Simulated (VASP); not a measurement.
# Mn3Si (Fm-3m) in VASP: notebook

The runs below take Mn3Si through single point, with PBEsol.

Everything below comes from runs of VASP 6.6.1. Logs are shortened: lines on timing, memory, paths and dates and some standing lists are left out, and cuts for length are marked.

**1. The cell of the first run**

It takes space group Fm-3m (No. 225, cubic). The conventional cell has a = 5.554 Å, b = 5.554 Å, c = 5.554 Å, α = 90.00°, β = 90.00°, γ = 90.00°. Mn (site symmetry m-3m) has 8 Mn at 2.40 Å and 6 Si at 2.78 Å within 3.2 Å. Mn (site symmetry -43m) has 10 Mn at 2.40 to 2.78 Å and 4 Si at 2.40 Å within 3.2 Å. Within 3.2 Å of Si (site symmetry m-3m) lie 14 Mn at 2.40 to 2.78 Å.

**2. Single point, PBEsol, collinear spin, ferromagnetic start**

File INCAR:

```
SYSTEM = Mn3Si
PREC     = Accurate       ! precision mode
ENCUT    = 520            ! plane-wave cutoff, eV
EDIFF    = 1E-7           ! SCF threshold, eV
ISMEAR   = -1             ! smearing method
SIGMA    = 0.1            ! smearing width, eV
LREAL    = .FALSE.        ! projectors in reciprocal space
LASPH    = .TRUE.         ! aspherical terms in the spheres
NELM     = 150            ! most SCF steps
ALGO     = Normal         ! electronic algorithm
ISIF     = 2              ! what is computed and relaxed
LWAVE    = .FALSE.        ! write WAVECAR
LCHARG   = .FALSE.        ! write CHGCAR
ISPIN    = 2              ! spin polarisation
MAGMOM   = 2.8 2.8 2.8 0  ! initial moments
LORBIT   = 11             ! projections on sites
LMAXMIX  = 4              ! l up to which the mixer works
GGA      = PS             ! functional
NBANDS   = 34             ! bands
```

File KPOINTS:

```
regular mesh
0
G
  6 6 6
  0 0 0
```

File POSCAR:

```
Mn3Si
1.0
    0.0000000000      2.7770087270      2.7770087270
    2.7770087270      0.0000000000      2.7770087270
    2.7770087270      2.7770087270      0.0000000000
Mn Si
3 1
Direct
    0.5000000000      0.5000000000      0.5000000000
    0.2500000000      0.2500000000      0.2500000000
    0.7500000000      0.7500000000      0.7500000000
    0.0000000000      0.0000000000      0.0000000000
```

Potentials or basis: VASP PAW PBE potentials, release 64 (Mn_pv, Si).

The run is started by

```
> cat potpaw_PBE.64/Mn_pv/POTCAR potpaw_PBE.64/Si/POTCAR > POTCAR
> mpirun -np 1 vasp_std > vasp.out
```

OUTCAR:

```text
SYSTEM = Mn3Si
   PREC = Accurate
   ENCUT = 520
   EDIFF = 1E-7
   ISMEAR = -1
   LREAL = .FALSE.
   LASPH = .TRUE.
   NELM = 150
   ISIF = 2
   ISPIN = 2
   LORBIT = 11
   GGA = PS

 ion  position               nearest neighbor table
   1  0.500  0.500  0.500-   2 2.40   2 2.40   2 2.40   2 2.40   3 2.40   3 2.40   3 2.40   3 2.40
                             4 2.78   4 2.78   4 2.78   4 2.78   4 2.78   4 2.78
   2  0.250  0.250  0.250-   4 2.40   4 2.40   4 2.40   1 2.40   4 2.40   1 2.40   1 2.40   1 2.40
                             3 2.78   3 2.78   3 2.78   3 2.78   3 2.78   3 2.78
   3  0.750  0.750  0.750-   1 2.40   1 2.40   1 2.40   1 2.40   4 2.40   4 2.40   4 2.40   4 2.40
                             2 2.78   2 2.78   2 2.78   2 2.78   2 2.78   2 2.78
   4  0.000  0.000  0.000-   3 2.40   3 2.40   3 2.40   2 2.40   3 2.40   2 2.40   2 2.40   2 2.40
                             1 2.78   1 2.78   1 2.78   1 2.78   1 2.78   1 2.78

  LATTYP: Found a face centered cubic cell.
 ALAT       =     5.5540174540

  Lattice vectors:

 A1 = (   0.0000000000,   2.7770087270,   2.7770087270)
 A2 = (   2.7770087270,   0.0000000000,   2.7770087270)
 A3 = (   2.7770087270,   2.7770087270,   0.0000000000)

Analysis of symmetry for initial positions (statically):
=====================================================================
 Subroutine PRICEL returns:
 Original cell was already a primitive cell.

 Routine SETGRP: Setting up the symmetry group for a
 face centered cubic supercell.

 Subroutine GETGRP returns: Found 48 space group operations
 (whereof 48 operations were pure point group operations)
 out of a pool of 48 trial point group operations.

The static configuration has the point symmetry O_h .

Analysis of symmetry for dynamics (positions and initial velocities):
=====================================================================
 Subroutine PRICEL returns:
 Original cell was already a primitive cell.

 Routine SETGRP: Setting up the symmetry group for a
 face centered cubic supercell.

 Subroutine GETGRP returns: Found 48 space group operations
 (whereof 48 operations were pure point group operations)
 out of a pool of 48 trial point group operations.

The dynamic configuration has the point symmetry O_h .

Analysis of structural, dynamic, and magnetic symmetry:
=====================================================================
 Subroutine PRICEL returns:
 Original cell was already a primitive cell.

 Routine SETGRP: Setting up the symmetry group for a
 face centered cubic supercell.

 Subroutine GETGRP returns: Found 48 space group operations
 (whereof 48 operations were pure point group operations)
 out of a pool of 48 trial point group operations.

The overall configuration has the point symmetry O_h .

 Subroutine INISYM returns: Found 48 space group operations
[... 124 lines left out ...]
  energy-cutoff  :      520.00
  volume of cell :       42.83
 maximum number of plane-waves:      1167
 NGX is ok and might be reduce to    30
   NGX = 15   NGY = 15   NGZ = 15

 number of electron      42.9999979 magnetization       1.1852540

 Free energy of the ion-electron system (eV)
  ---------------------------------------------------
  ext. energy  EPLUGINS =         0.00000000
  ---------------------------------------------------
  free energy    TOTEN  =       -36.41819506 eV

  energy without entropy =      -36.28968761  energy(sigma->0) =      -36.35394133

 E-fermi :  11.3314     XC(G=0): -13.7504

 val. band max:       11.3285832962   @ k =  -0.1667   0.1667   0.0000
 cond. band min:      11.3488872830   @ k =   0.3333   0.0000   0.0000
 fundamental gap:      0.0203039868
 Fermi energy:        11.3313652834

 spin component 1

 k-point     1 :       0.0000    0.0000    0.0000
  band No.  band energies     occupation
      1     -37.6901      1.00000
      2     -37.6901      1.00000
      3     -37.6901      1.00000
      4     -36.0737      1.00000
      5     -36.0737      1.00000
      6     -36.0737      1.00000
[... 565 lines left out ...]
     32      21.5390      0.00000
     33      24.3078      0.00000
 Fermi energy:        11.3313652834

 spin component 2

 k-point     1 :       0.0000    0.0000    0.0000
  band No.  band energies     occupation
      1     -36.5607      1.00000
      2     -36.5607      1.00000
      3     -36.5607      1.00000
      4     -36.4837      1.00000
      5     -36.4837      1.00000
      6     -36.4837      1.00000
[... 565 lines left out ...]
     32      21.5554      0.00000
     33      24.2039      0.00000
 [bands above 33 left out]

------------------------ aborting loop because EDIFF is reached ----------------------------------------

  FORCE on cell =-STRESS in cart. coord.  units (eV):
  Direction    XX          YY          ZZ          XY          YZ          ZX
  --------------------------------------------------------------------------------------
  -------------------------------------------------------------------------------------
  Total        0.2858667      0.2858667      0.2858667      0.0000000      0.0000000      0.0000000
  in kB       10.6933179     10.6933179     10.6933179      0.0000000      0.0000000      0.0000000
  external PRESSURE =      10.6933179 kB  Pullay stress =       0.0000000 kB

 VOLUME and BASIS-vectors are now :
 -----------------------------------------------------------------------------
  energy-cutoff  :      520.00
  volume of cell :       42.83
      direct lattice vectors                 reciprocal lattice vectors
     0.000000000  2.777008727  2.777008727    -0.180049848  0.180049848  0.180049848
     2.777008727  0.000000000  2.777008727     0.180049848 -0.180049848  0.180049848
     2.777008727  2.777008727  0.000000000     0.180049848  0.180049848 -0.180049848

 POSITION                                       TOTAL-FORCE (eV/Angst)
 -----------------------------------------------------------------------------------
      2.77701      2.77701      2.77701        -0.000000      0.000000     -0.000000
      1.38850      1.38850      1.38850         0.000000      0.000000      0.000000
      4.16551      4.16551      4.16551        -0.000000     -0.000000     -0.000000
      0.00000      0.00000      0.00000        -0.000000      0.000000      0.000000
 -----------------------------------------------------------------------------------
    total drift:                                0.000000     -0.000000      0.000000

  FREE ENERGIE OF THE ION-ELECTRON SYSTEM (eV)
  ---------------------------------------------------
  free  energy   TOTEN  =       -36.4181950570 eV

  energy  without entropy=      -36.2896876073  energy(sigma->0) =      -36.35394133

 total charge

# of ion       s       p       d       tot
------------------------------------------
    1        0.408   6.412   5.147  11.967
    2        0.367   6.410   5.308  12.086
    3        0.367   6.410   5.308  12.086
    4        0.727   0.941   0.000   1.668
--------------------------------------------------
tot          1.869  20.174  15.764  37.807

 magnetization (x)

# of ion       s       p       d       tot
------------------------------------------
    1        0.018   0.022   2.084   2.123
    2       -0.005  -0.013  -0.479  -0.497
    3       -0.005  -0.013  -0.479  -0.497
    4        0.019   0.011   0.000   0.030
--------------------------------------------------
tot          0.026   0.007   1.126   1.159
```

OSZICAR:

```text
N       E                     dE             d eps       ncg     rms          rms(c)
DAV:   1     0.493518106917E+03    0.49352E+03   -0.23276E+04  2200   0.165E+03
DAV:   2    -0.113932945106E+02   -0.50491E+03   -0.48044E+03  2176   0.480E+02
DAV:   3    -0.393571432324E+02   -0.27964E+02   -0.26960E+02  2364   0.127E+02
DAV:   4    -0.398024322233E+02   -0.44529E+00   -0.44425E+00  2338   0.162E+01
[... 15 lines left out ...]
DAV:  20    -0.364181930581E+02   -0.55194E-04   -0.30329E-04  2254   0.170E-01    0.170E-02
DAV:  21    -0.364181950733E+02   -0.20152E-05   -0.21610E-05  2316   0.296E-02    0.881E-03
DAV:  22    -0.364181948078E+02    0.26545E-06   -0.25101E-06  2148   0.158E-02    0.607E-03
DAV:  23    -0.364181950461E+02   -0.23821E-06   -0.15163E-06  2090   0.117E-02    0.205E-03
DAV:  24    -0.364181950570E+02   -0.10908E-07   -0.88593E-08  1182   0.201E-03
   1 F= -.36418195E+02 E0= -.36353941E+02  d E =-.128507E+00  mag=     1.1862
```

It took 46 s on 1 thread of Intel Xeon Platinum 8481C at 2.70GHz (Sapphire Rapids), shared host; peak memory 0.2 GiB.

Results:

```yaml
Free_energy: -36.4182 eV
Pressure: 1.1 GPa
Net_moment: 1.19 μB per cell
Site_moments: Mn +2.12, -0.50; Si +0.03 μB
Valence_electrons_inside_the_program's_atomic_spheres: Mn 11.97, 12.09; Si 1.67
```

Caveat: the PAW data sets were made with another functional, which shifts forces and pressure a little.

**3. Single point, PBEsol, collinear spin, ferromagnetic start**

This run uses another cell than the first one, of 10.75 Å³/atom, 1.004 times its volume.

File INCAR:

```
PREC     = Accurate       # precision mode
ENCUT    = 520            # plane-wave cutoff, eV
EDIFF    = 1E-7           # SCF threshold, eV
ISMEAR   = -1             # smearing method
SIGMA    = 0.1            # smearing width, eV
LREAL    = False          # projectors in reciprocal space
LASPH    = True           # aspherical terms in the spheres
NELM     = 150            # most SCF steps
ALGO     = Normal         # electronic algorithm
ISIF     = 2              # what is computed and relaxed
LWAVE    = False          # write WAVECAR
LCHARG   = False          # write CHGCAR
ISPIN    = 2              # spin polarisation
MAGMOM   = 2.8 2.8 2.8 0  # initial moments
LORBIT   = 11             # projections on sites
LMAXMIX  = 4              # l up to which the mixer works
GGA      = PS             # functional
NBANDS   = 34             # bands
```

File KPOINTS:

```
Automatic mesh
0
Gamma
  6 6 6
```

File POSCAR:

```
Mn3Si
1.0
    0.0000000000      2.7804389430      2.7804389430
    2.7804389430      0.0000000000      2.7804389430
    2.7804389430      2.7804389430      0.0000000000
Mn Si
3 1
Direct
    0.5000000000      0.5000000000      0.5000000000
    0.2500000000      0.2500000000      0.2500000000
    0.7500000000      0.7500000000      0.7500000000
    0.0000000000      0.0000000000      0.0000000000
```

Potentials or basis: VASP PAW PBE potentials, release 64 (Mn_pv, Si).

The run is started by

```
> cat potpaw_PBE.64/Mn_pv/POTCAR potpaw_PBE.64/Si/POTCAR > POTCAR
> mpirun -np 1 vasp_std > vasp.out
```

Run time: 45 s. Hardware: 1 thread of Intel Xeon Platinum 8481C at 2.70GHz (Sapphire Rapids), shared host; peak memory 0.2 GiB.

It converged, with:

* Free energy: -36.4189 eV
* Pressure: 0.2 GPa
* Net moment: 1.18 μB per cell
* Site moments: Mn +2.14, -0.51; Si +0.03 μB
* Valence electrons inside the program's atomic spheres: Mn 11.96, 12.08; Si 1.67

Levels at points of the mesh, in eV from the Fermi level:
Spin up:
| k point | band 20 | band 21 | band 22 | band 23 | band 24 | band 25 |
| --- | --- | --- | --- | --- | --- | --- |
| (0.00, 0.00, 0.00) | 0.02 | 0.67 | 0.67 | 0.67 | 1.35 | 1.35 |
| (0.50, 0.00, 0.00) | -0.69 | -0.66 | -0.12 | -0.12 | 0.62 | 0.62 |
| (0.50, 0.50, 0.00) | -0.76 | -0.28 | -0.28 | 0.26 | 0.70 | 0.91 |
Spin down:
```
           k point  band 19  band 20  band 21  band 22  band 23  band 24
(0.00, 0.00, 0.00)     0.24     0.24     0.24     1.03     1.03     1.72
(0.50, 0.00, 0.00)    -1.11    -1.11    -1.04     0.99     0.99     1.51
(0.50, 0.50, 0.00)    -0.64    -0.64     0.11     0.12     0.91     0.97
```

Caveat: the PAW data sets were made with another functional, which shifts forces and pressure a little.

[end of part 1 of 2]
